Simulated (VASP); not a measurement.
# Mo (Pnma) in VASP: notebook

Mo is run at these levels: PBE; tasks: single point, relaxation of cell and atoms.

All numbers are computed with VASP 6.6.1; they aren't measurements. Logs are shortened: lines on timing, memory, paths and dates and some standing lists are left out, and cuts for length are marked.

### Step 1. The cell of the first run

Symmetry: Pnma, No. 62, orthorhombic system. The conventional cell has a = 5.230 Å, b = 4.641 Å, c = 2.635 Å, α = 90.00°, β = 90.00°, γ = 90.00°. Mo (site symmetry m) has 14 Mo at 2.63 to 3.33 Å within 3.5 Å.

### Step 2. Single point, PBE

INCAR

```
PREC = Accurate ; ENCUT = 520
EDIFF = 1E-6 ; ISMEAR = 0
SIGMA = 0.1 ; LREAL = False
LASPH = True ; NELM = 100
ALGO = Normal ; ISIF = 2
LWAVE = False ; LCHARG = False
GGA = PE ; NBANDS = 36
```

KPOINTS

```
regular mesh
0
Gamma
  4 4 6
```

POSCAR

```
Mo
1.0
    5.2301516236      0.0000000000      0.0000000000
    0.0000000000      4.6411178019      0.0000000000
    0.0000000000      0.0000000000      2.6349207127
Mo
4
Direct
    0.1253650095      0.2500000000      0.6398362420
    0.8746349905      0.7500000000      0.3601637580
    0.3746349905      0.7500000000      0.1398362420
    0.6253650095      0.2500000000      0.8601637580
```

Potentials or basis: VASP PAW PBE potentials, release 64 (Mo_sv).

The run is started by

```console
$ cat potpaw_PBE.64/Mo_sv/POTCAR > POTCAR
$ mpirun -np 1 vasp_std > vasp.out
```

OUTCAR:

```text
PREC = Accurate
   ENCUT = 520
   EDIFF = 1E-6
   ISMEAR = 0
   LREAL = False
   LASPH = True
   NELM = 100
   ISIF = 2
   GGA = PE

 ion  position               nearest neighbor table
   1  0.125  0.250  0.640-   4 2.68   4 2.68   2 2.77   2 2.77   3 2.97   3 2.97   3 2.97   3 2.97
                             2 3.27   2 3.27   4 3.33   4 3.33
   2  0.875  0.750  0.360-   3 2.68   3 2.68   1 2.77   1 2.77   4 2.97   4 2.97   4 2.97   4 2.97
                             1 3.27   1 3.27   3 3.33   3 3.33
   3  0.375  0.750  0.140-   2 2.68   2 2.68   4 2.77   4 2.77   1 2.97   1 2.97   1 2.97   1 2.97
                             4 3.27   4 3.27   2 3.33   2 3.33
   4  0.625  0.250  0.860-   1 2.68   1 2.68   3 2.77   3 2.77   2 2.97   2 2.97   2 2.97   2 2.97
                             3 3.27   3 3.27   1 3.33   1 3.33

  LATTYP: Found a simple orthorhombic cell.
 ALAT       =     2.6349207127
 B/A-ratio  =     1.7613880295
 C/A-ratio  =     1.9849370034

  Lattice vectors:

 A1 = (   0.0000000000,   0.0000000000,  -2.6349207127)
 A2 = (   0.0000000000,   4.6411178019,   0.0000000000)
 A3 = (   5.2301516236,   0.0000000000,   0.0000000000)

Analysis of symmetry for initial positions (statically):
=====================================================================
 Subroutine PRICEL returns:
 Original cell was already a primitive cell.

 Routine SETGRP: Setting up the symmetry group for a
 simple orthorhombic supercell.

 Subroutine GETGRP returns: Found  8 space group operations
 (whereof  2 operations were pure point group operations)
 out of a pool of  8 trial point group operations.

The static configuration has the point symmetry S_2 .
 The point group associated with its full space group is D_2h.

Analysis of symmetry for dynamics (positions and initial velocities):
=====================================================================
 Subroutine PRICEL returns:
 Original cell was already a primitive cell.

 Routine SETGRP: Setting up the symmetry group for a
 simple orthorhombic supercell.

 Subroutine GETGRP returns: Found  8 space group operations
 (whereof  2 operations were pure point group operations)
 out of a pool of  8 trial point group operations.

The dynamic configuration has the point symmetry S_2 .
 The point group associated with its full space group is D_2h.

 Subroutine INISYM returns: Found  8 space group operations
 (whereof  2 operations are pure point group operations),
 and found     1 'primitive' translations

----------------------------------------------------------------------------------------

                                     Primitive cell

  volume of cell :      63.9594

  direct lattice vectors                    reciprocal lattice vectors
     5.230151624  0.000000000  0.000000000     0.191199046  0.000000000  0.000000000
     0.000000000  4.641117802  0.000000000     0.000000000  0.215465335  0.000000000
     0.000000000  0.000000000  2.634920713     0.000000000  0.000000000  0.379518061

  length of vectors
     5.230151624  4.641117802  2.634920713     0.191199046  0.215465335  0.379518061

  position of ions in fractional coordinates (direct lattice)
     0.125365010  0.250000000  0.639836242
     0.874634990  0.750000000  0.360163758
     0.374634990  0.750000000  0.139836242
     0.625365010  0.250000000  0.860163758

  ion indices of the primitive-cell ions
   primitive index   ion index
                 1           1
                 2           2
                 3           3
                 4           4

----------------------------------------------------------------------------------------

 KPOINTS: regular mesh

Automatic generation of k-mesh.
 Grid dimensions read from file:
 generate k-points for:    4    4    6

 Generating k-lattice:

  Cartesian coordinates                     Fractional coordinates (reciprocal lattice)
     0.047799761  0.000000000  0.000000000     0.250000000  0.000000000  0.000000000
     0.000000000  0.053866334  0.000000000     0.000000000  0.250000000  0.000000000
     0.000000000  0.000000000  0.063253010     0.000000000  0.000000000  0.166666667

  Length of vectors
     0.047799761  0.053866334  0.063253010

  Shift w.r.t. Gamma in fractional coordinates (k-lattice)
     0.000000000  0.000000000  0.000000000

 Subroutine IBZKPT returns following result:
 ===========================================

 Found     36 irreducible k-points:

 Following reciprocal coordinates:
            Coordinates               Weight
  0.000000  0.000000  0.000000      1.000000
  0.250000  0.000000  0.000000      2.000000
  0.500000  0.000000  0.000000      1.000000
  0.000000  0.250000  0.000000      2.000000
  0.250000  0.250000  0.000000      4.000000
  0.500000  0.250000  0.000000      2.000000
[... 16 lines left out ...]
  0.250000  0.250000  0.333333      8.000000
  0.500000  0.250000  0.333333      4.000000
 [... further k-points ...]
   k-points           NKPTS =     36   k-points in BZ     NKDIM =     36   number of bands    NBANDS=     36
   number of dos      NEDOS =    301   number of ions     NIONS =      4
   total plane-waves  NPLWV =  28800
   dimension x,y,z NGX =    40 NGY =   36 NGZ =   20
   dimension x,y,z NGXF=    80 NGYF=   72 NGZF=   40
   ions per type =               4
   NGX,Y,Z   is equivalent  to a cutoff of  12.71, 12.90, 12.62 a.u.
   NGXF,Y,Z  is equivalent  to a cutoff of  25.43, 25.79, 25.24 a.u.
 SYSTEM =  unknown system
   PREC   = accura    normal or accurate (medium, high low for compatibility)
   ISTART =      0    job   : 0-new  1-cont  2-samecut
   ICHARG =      2    charge: 1-file 2-atom 10-const
   ISPIN  =      1    spin polarized calculation?
   LNONCOLLINEAR =      F non collinear calculations
   LSORBIT =      F    spin-orbit coupling
   LASPH  =      T    aspherical Exc in radial PAW
   ENCUT  =  520.0 eV  38.22 Ry    6.18 a.u.   9.72  8.63  4.90*2*pi/ulx,y,z
   NELM   =    100;   NELMIN=  2; NELMDL= -5     # of ELM steps
   EDIFF  = 0.1E-05   stopping-criterion for ELM
   LREAL  =      F    real-space projection
   EDIFFG = 0.1E-04   stopping-criterion for IOM
   NSW    =      0    number of steps for IOM
   IBRION =     -1    ionic relax: 0-MD 1-quasi-New 2-CG
   NFREE  =      0    steps in history (QN), initial steepest desc. (CG)
   ISIF   =      2    stress and relaxation
   ISYM   =      2    0-nonsym 1-usesym 2-fastsym
   POTIM  = 0.5000    time-step for ionic-motion
   TEBEG  =    0.0;   TEEND  =   0.0 temperature during run
   PSTRESS=    0.0 pullay stress
   NELECT =      56.0000    total number of electrons
   NUPDOWN=      -1.0000    fix difference up-down
   EMIN   =  10.00;   EMAX   =-10.00  energy-range for DOS
   EFERMI =   0.00;   METHOD = LEGACY
   ISMEAR =     0;   SIGMA  =   0.10  broadening in eV -4-tet -1-fermi 0-gaus
   EFERMI_NEDOS =   21; number of points for ismear=-14 and -15
   IALGO  =     38    algorithm
   IMIX   =      4    mixing-type and parameters
     AMIX     =   0.40;   BMIX     =  1.00
     AMIX_MAG =   1.60;   BMIX_MAG =  1.00
  volume/ion in A,a.u.               =      15.99       107.90
  Fermi-wavevector in a.u.,A,eV,Ry     =   1.566160  2.959613 33.373133  2.452856
  Thomas-Fermi vector in A             =   2.668529
   LORBIT       =      0    0 simple, 1 ext, 2 COOP (PROOUT), +10 PAW based schemes
   GGA     = PE    functional components
   LHFCALC =     F    Hartree Fock is set to
   AEXX    =    0.0000 exact exchange contribution
   IVDW    =     0    specifies the selected vdW correction
   LEPSILON=     F    determine dielectric tensor
   LRPA    =     F    only Hartree local field effects (RPA)
 non-spin polarized calculation
 Gauss-broadening in eV      SIGMA  =   0.10
  energy-cutoff  :      520.00
  volume of cell :       63.96
 maximum number of plane-waves:      1752
 NGX is ok and might be reduce to    40
   NGX = 19   NGY = 17   NGZ =  9

 number of electron      55.9999987 magnetization

 Free energy of the ion-electron system (eV)
  ---------------------------------------------------
  ext. energy  EPLUGINS =         0.00000000
  ---------------------------------------------------
  free energy    TOTEN  =       -42.87862622 eV

  energy without entropy =      -42.86691737  energy(sigma->0) =      -42.87277180

 E-fermi :  12.0980     XC(G=0): -13.2410

 val. band max:       12.0789788341   @ k =   0.5000   0.2500   0.1667
 cond. band min:      12.1071153319   @ k =   0.5000   0.0000   0.3333
 fundamental gap:      0.0281364978
 Fermi energy:        12.0980124463

 k-point     1 :       0.0000    0.0000    0.0000
  band No.  band energies     occupation
      1     -49.0023      2.00000
      2     -48.8104      2.00000
      3     -48.7723      2.00000
      4     -48.7469      2.00000
      5     -23.5585      2.00000
      6     -23.4690      2.00000
[... 28 lines left out ...]
     35      14.6946      0.00000
     36      15.1744      0.00000

 k-point     2 :       0.2500    0.0000    0.0000
  band No.  band energies     occupation
      1     -48.9742      2.00000
      2     -48.8206      2.00000
      3     -48.7961      2.00000
      4     -48.7421      2.00000
      5     -23.4988      2.00000
      6     -23.3489      2.00000
[... 28 lines left out ...]
     35      14.6547      0.00000
     36      15.1133      0.00000

 k-point     3 :       0.5000    0.0000    0.0000
  band No.  band energies     occupation
      1     -48.9028      2.00000
      2     -48.9028      2.00000
      3     -48.7644      2.00000
      4     -48.7644      2.00000
      5     -23.3355      2.00000
      6     -23.3355      2.00000
[... 28 lines left out ...]
     35      14.8252      0.00000
     36      14.8252      0.00000

 k-point     4 :       0.0000    0.2500    0.0000
  band No.  band energies     occupation
      1     -48.9746      2.00000
      2     -48.8389      2.00000
      3     -48.7685      2.00000
      4     -48.7505      2.00000
      5     -23.5540      2.00000
      6     -23.5447      2.00000
[... 28 lines left out ...]
     35      14.6673      0.00000
     36      15.2169      0.00000

 k-point     5 :       0.2500    0.2500    0.0000
  band No.  band energies     occupation
      1     -48.9485      2.00000
      2     -48.8225      2.00000
      3     -48.8091      2.00000
      4     -48.7536      2.00000
      5     -23.4648      2.00000
      6     -23.3663      2.00000
[... 655 lines left out ...]
 k-point    22 :       0.0000    0.2500    0.3333
  band No.  band energies     occupation
      1     -48.8152      2.00000
      2     -48.7457      2.00000
      3     -48.6421      2.00000
      4     -48.6326      2.00000
      5     -23.4504      2.00000
      6     -23.4037      2.00000
[... 28 lines left out ...]
     35      15.3264      0.00000
     36      15.4597      0.00000

 k-point    23 :       0.2500    0.2500    0.3333
  band No.  band energies     occupation
      1     -48.7941      2.00000
      2     -48.7333      2.00000
      3     -48.6667      2.00000
      4     -48.6425      2.00000
      5     -23.4690      2.00000
      6     -23.4016      2.00000
[... 28 lines left out ...]
     35      15.0491      0.00000
     36      15.3671      0.00000

 k-point    24 :       0.5000    0.2500    0.3333
  band No.  band energies     occupation
      1     -48.7453      2.00000
      2     -48.7453      2.00000
      3     -48.6735      2.00000
      4     -48.6735      2.00000
      5     -23.4122      2.00000
      6     -23.4122      2.00000
[... 28 lines left out ...]
     35      14.6770      0.00000
     36      14.6770      0.00000

 [... further k-points ...]
[... 5 lines left out ...]
  --------------------------------------------------------------------------------------
  -------------------------------------------------------------------------------------
  Total        0.2626379      0.2864992      0.3364381      0.0000000      0.0000000      0.0000000
  in kB        6.5790564      7.1767784      8.4277436      0.0000000      0.0000000      0.0000000
  external PRESSURE =       7.3945261 kB  Pullay stress =       0.0000000 kB

 VOLUME and BASIS-vectors are now :
 -----------------------------------------------------------------------------
  energy-cutoff  :      520.00
  volume of cell :       63.96
      direct lattice vectors                 reciprocal lattice vectors
     5.230151624  0.000000000  0.000000000     0.191199046  0.000000000  0.000000000
     0.000000000  4.641117802  0.000000000     0.000000000  0.215465335  0.000000000
     0.000000000  0.000000000  2.634920713     0.000000000  0.000000000  0.379518061

 POSITION                                       TOTAL-FORCE (eV/Angst)
 -----------------------------------------------------------------------------------
      0.65568      1.16028      1.68592         0.015045     -0.000000      0.007865
      4.57447      3.48084      0.94900        -0.015045      0.000000     -0.007865
      1.95940      3.48084      0.36846        -0.015045      0.000000      0.007865
      3.27075      1.16028      2.26646         0.015045      0.000000     -0.007865
 -----------------------------------------------------------------------------------
    total drift:                               -0.000000      0.000000     -0.000000

  FREE ENERGIE OF THE ION-ELECTRON SYSTEM (eV)
  ---------------------------------------------------
  free  energy   TOTEN  =       -42.8786262249 eV

  energy  without entropy=      -42.8669173749  energy(sigma->0) =      -42.87277180
```

It took 65 s on 1 thread of Intel Xeon Platinum 8375C at 2.90GHz (Ice Lake), shared host; peak memory 0.2 GiB.

What came out:

```yaml
Free_energy: -42.8786 eV
Pressure: 0.7 GPa
Largest_force: 0.017 eV/Å
Band_gap_on_the_k_mesh: zero (band 28 reaches 13.31 eV, above the bottom of band 29 at 11.65 eV)
```

Forces on the atoms (eV/Å):
```
Mo   0.015  0.000  0.008
Mo  -0.015  0.000 -0.008
Mo  -0.015  0.000  0.008
Mo   0.015  0.000 -0.008
```

Levels at points of the mesh, in eV from the Fermi level:
| k point | band 25 | band 26 | band 27 | band 28 | band 29 | band 30 | band 31 | band 32 |
| --- | --- | --- | --- | --- | --- | --- | --- | --- |
| (0.00, 0.00, 0.00) | -1.81 | -1.52 | -0.88 | -0.12 | 0.96 | 1.17 | 1.25 | 1.70 |
| (0.50, 0.00, 0.00) | -1.85 | -1.85 | -1.57 | -1.57 | 0.46 | 0.46 | 1.32 | 1.32 |
| (0.00, 0.50, 0.00) | -1.76 | -1.76 | 1.21 | 1.21 | 1.38 | 1.38 | 1.66 | 1.66 |
| (0.50, 0.50, 0.00) | -1.73 | -1.73 | -1.73 | -1.73 | 1.78 | 1.78 | 1.78 | 1.78 |
| (0.00, 0.00, 0.50) | -1.76 | -1.76 | -0.42 | -0.42 | 1.40 | 1.40 | 2.59 | 2.59 |
| (0.50, 0.00, 0.50) | -0.08 | -0.08 | 0.20 | 0.20 | 1.23 | 1.23 | 2.60 | 2.60 |
| (0.00, 0.50, 0.50) | -1.16 | -1.16 | -0.66 | -0.66 | 0.14 | 0.14 | 1.42 | 1.42 |
| (0.50, 0.50, 0.50) | -0.53 | -0.53 | -0.53 | -0.53 | 1.26 | 1.26 | 1.26 | 1.26 |

Caveat: the k points lie up to 0.40 Å⁻¹ apart.

(Continued in part 2 of 2.)
